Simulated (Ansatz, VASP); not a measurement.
**Two plane-wave programs on Zr**

```
Zr
1.0
     3.18613    0.00000    0.00000
    -1.59307    2.75927    0.00000
     0.00000    0.00000    5.11153
Zr
2
Cartesian
  0.0000 1.8395 1.2779
  1.5931 0.9198 3.8336
```

Alike in both runs: functional PBEsol; k mesh 18 × 18 × 8; occupations gaussian, width 0.1 eV; no spin polarisation.

Ansatz relaxed the structure, and its values are those at the end. VASP's run is a single point on that final structure, the one shown.

|  | VASP | Ansatz |
| --- | --- | --- |
| version | VASP 6.6.1 | Ansatz 0.2.0 |
| potentials or method | VASP PAW PBE potentials, release 64 (Zr_sv), cutoff 520 eV | scalar-relativistic, plane waves, PAW |
| valence electrons in the cell | 24 | 24 |

VASP gave:

| Item | Value |
| --- | --- |
| gap on the k mesh at the Fermi level (eV) | none |
| pressure (GPa) | 0.1 |

**Question.** What did Ansatz give for the same quantities?

**Answer.** gap on the k mesh at the Fermi level (eV): none; pressure (GPa): 0.0.

VASP's potentials were made for PBE, not for PBEsol. A gap of «none» marks a metal or a gap that the smearing closes.
